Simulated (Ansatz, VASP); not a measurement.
Two plane-wave programs on Pb

```xyz
2
Lattice="3.0386 -1.7503 0.0000 3.0386 1.7503 0.0000 -2.1155 0.0000 6.0952" Properties=species:S:1:pos:R:3 pbc="T T T"
Pb   -0.0230    0.0000    1.6683
Pb    3.9848    0.0000    4.4269
```

Alike in both runs: task single point; functional PBE; dispersion D4; k mesh 6 × 6 × 4; occupations gaussian, width 0.1 eV; no spin polarisation.

|  | VASP | Ansatz |
| --- | --- | --- |
| version | VASP 6.6.1 | Ansatz 0.2.0 |
| potentials or method | VASP PAW PBE potentials, release 64 (Pb_d), cutoff 500 eV | scalar-relativistic, plane waves, PAW |
| valence electrons in the cell | 28 | 28 |

Ansatz gave:

| Property | Result |
| --- | --- |
| gap on the k mesh at the Fermi level (eV) | none |
| pressure (GPa) | -0.6 |
| traceless stress, the component that is largest in VASP (GPa) | 1.77 |
| rms of the force components (eV/Å) | 0.116 |

Problem. Which values does VASP return?

Solution. gap on the k mesh at the Fermi level (eV): none; pressure (GPa): -0.7; traceless stress, the component that is largest in VASP (GPa): 1.76; rms of the force components (eV/Å): 0.116.

Atom by atom the forces differ by 0.000 eV/Å (rms over components). A gap of «none» marks a metal or a gap that the smearing closes.

Neither program's run includes spin-orbit coupling.
